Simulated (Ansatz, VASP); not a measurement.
# C: VASP beside Ansatz

```
C
1.0
     2.49861    0.00000    0.00000
    -1.24931    2.16386    0.00000
     0.00000    0.00000    4.16102
C
4
Direct
  0.33333 0.66667 0.99986
  0.66667 0.33333 0.49986
  0.33333 0.66667 0.37414
  0.66667 0.33333 0.87414
```

Alike in both runs: functional PBEsol; k mesh 9 × 9 × 6; occupations gaussian, width 0.1 eV; no spin polarisation.

Ansatz relaxed the structure, and its values are those at the end. VASP's run is a single point on that final structure, the one shown.

```csv
,VASP,Ansatz
version,VASP 6.6.1,Ansatz 0.2.0
potentials or method,"VASP PAW PBE potentials, release 64 (C), cutoff 520 eV","scalar-relativistic, plane waves, PAW"
valence electrons in the cell,16,16
```

Ansatz gave:

- gap on the k mesh at the Fermi level (eV): 3.05
- least direct gap on the mesh (eV): 4.92
- pressure (GPa): 0.0
- rms of the force components (eV/Å): 0.011

Question: What did VASP give for the same quantities?

Answer: gap on the k mesh at the Fermi level (eV): 3.03; least direct gap on the mesh (eV): 4.92; pressure (GPa): 1.1; rms of the force components (eV/Å): 0.007.

VASP's potentials were made for PBE, not for PBEsol, and Ansatz warns of the same on its side.
